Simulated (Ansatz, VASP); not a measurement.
MgCd5Se6: VASP beside Ansatz

```
CELL_PARAMETERS angstrom
4.04006 0.00000 0.00000
0.00000 4.04006 0.00000
0.00000 0.00000 17.11005
ATOMIC_POSITIONS crystal
Mg 0.50000 0.50000 0.00000
Cd 0.00000 0.00000 0.83497
Cd 0.00000 0.00000 0.16503
Cd 0.50000 0.50000 0.33167
Cd 0.00000 0.00000 0.50000
Cd 0.50000 0.50000 0.66833
Se 0.00000 0.00000 0.00000
Se 0.50000 0.50000 0.16257
Se 0.00000 0.00000 0.33206
Se 0.50000 0.50000 0.50000
Se 0.00000 0.00000 0.66794
Se 0.50000 0.50000 0.83743
```

Alike in both runs: functional PBE; k mesh 4 × 4 × 1; occupations gaussian, width 0.1 eV; no spin polarisation.

Ansatz relaxed the structure, and its values are those at the end. VASP's run is a single point on that final structure, the one shown.

```csv
,VASP,Ansatz
version,VASP 6.6.1,Ansatz 0.2.0
potentials or method,"VASP PAW PBE potentials, release 64 (Mg, Cd, Se), cutoff 520 eV","scalar-relativistic, plane waves, PAW"
valence electrons in the cell,98,206
```

Ansatz gave:

| Item | Value |
| --- | --- |
| gap on the k mesh at the Fermi level (eV) | none |
| pressure (GPa) | -0.1 |
| rms of the force components (eV/Å) | 0.005 |

Estimate VASP's values.

gap on the k mesh at the Fermi level (eV): none; pressure (GPa): 0.2; rms of the force components (eV/Å): 0.009.

A gap of «none» marks a metal or a gap that the smearing closes. With one functional, cell and mesh, what is left measures potentials, basis and numerics. VASP's potentials hold 98 valence electrons a cell and Ansatz's 206, so a difference there can come from the potentials and not from the codes.

The k mesh is coarse, so the values compare programs but aren't converged.
